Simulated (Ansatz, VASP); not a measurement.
Zr in VASP and in Ansatz

```
Zr
1.0
     1.61187    0.93061    7.79554
    -1.61187    0.93061    7.79554
     0.00000   -1.86123    7.79554
Zr
3
Direct
  0.00000 0.00000 0.00000
  0.22282 0.22282 0.22282
  0.77718 0.77718 0.77718
```

Alike in both runs: functional PBE; k mesh 18 × 18 × 18; occupations gaussian, width 0.1 eV; no spin polarisation.

Ansatz relaxed the structure, and its values are those at the end. VASP's run is a single point on that final structure, the one shown.

```csv
,VASP,Ansatz
version,VASP 6.6.1,Ansatz 0.2.0
potentials or method,"VASP PAW PBE potentials, release 64 (Zr_sv), cutoff 520 eV","scalar-relativistic, plane waves, PAW"
valence electrons in the cell,36,36
```

|  | VASP | Ansatz | Ansatz less VASP |
| --- | --- | --- | --- |
| gap on the k mesh at the Fermi level (eV) | none | none | - |
| pressure (GPa) | 0.0 | 0.0 | -0.01 |

A gap of «none» marks a metal or a gap that the smearing closes. With one functional, cell and mesh, what is left measures potentials, basis and numerics.
